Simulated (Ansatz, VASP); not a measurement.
# One calculation of SiC, two programs

INCAR

```
SYSTEM = SiC
PREC     = Accurate       ! precision mode
ENCUT    = 520            ! plane-wave cutoff, eV
EDIFF    = 1E-6           ! SCF threshold, eV
ISMEAR   = 0              ! smearing method
SIGMA    = 0.05           ! smearing width, eV
LREAL    = .False.        ! projectors in reciprocal space
LASPH    = .True.         ! aspherical terms in the spheres
NELM     = 60             ! most SCF steps
ALGO     = Normal         ! electronic algorithm
ISIF     = 2              ! what is computed and relaxed
LWAVE    = .False.        ! write WAVECAR
LCHARG   = .False.        ! write CHGCAR
GGA      = PE             ! functional
NBANDS   = 16             ! bands
```

Contents of KPOINTS:

```
regular mesh
0
Gamma
  18 18 12
  0 0 0
```

POSCAR

```
SiC
1.0
    3.0919366045      0.0000000000      0.0000000000
   -1.5459683023      2.6776956464      0.0000000000
    0.0000000000      0.0000000000      5.0743114968
Si C
2 2
Direct
    0.3333333333      0.6666666667      0.0045824632
    0.6666666667      0.3333333333      0.5045824632
    0.3333333333      0.6666666667      0.3804175368
    0.6666666667      0.3333333333      0.8804175368
```

Input for Ansatz:

```yaml
crystal:
  lattice:
    - [3.091936604507, 2.886742112412e-11, 0.0]
    - [-1.545968302278, 2.67769564638, 0.0]
    - [0.0, 0.0, 5.0743114968]
  atoms:
    - { symbol: Si, position: [0.3333333333333, 0.6666666666667, 0.0045824632] }
    - { symbol: Si, position: [0.6666666666667, 0.3333333333333, 0.5045824632] }
    - { symbol: C, position: [0.3333333333333, 0.6666666666667, 0.3804175368] }
    - { symbol: C, position: [0.6666666666667, 0.3333333333333, 0.8804175368] }
basis:
  ecutwfc: 420
  ecutrho_ratio: 4
kpoints:
  mp_grid: { grid: [18, 18, 12] }
hamiltonian:
  xc: pbe
scf:
  occupations: { method: gaussian, width: 0.05 }
output:
  forces: true
  stress: true
```

Alike in both runs: task single point; functional PBE; k mesh 18 × 18 × 12; occupations gaussian, width 0.05 eV; no spin polarisation.

|  | VASP | Ansatz |
| --- | --- | --- |
| version | VASP 6.6.1 | Ansatz 0.2.0 |
| potentials or method | VASP PAW PBE potentials, release 64 (Si, C), cutoff 520 eV | scalar-relativistic, plane waves, PAW |
| valence electrons in the cell | 16 | 16 |

|  | VASP | Ansatz | Ansatz less VASP |
| --- | --- | --- | --- |
| pressure (GPa) | 0.0 | 0.0 | +0.05 |
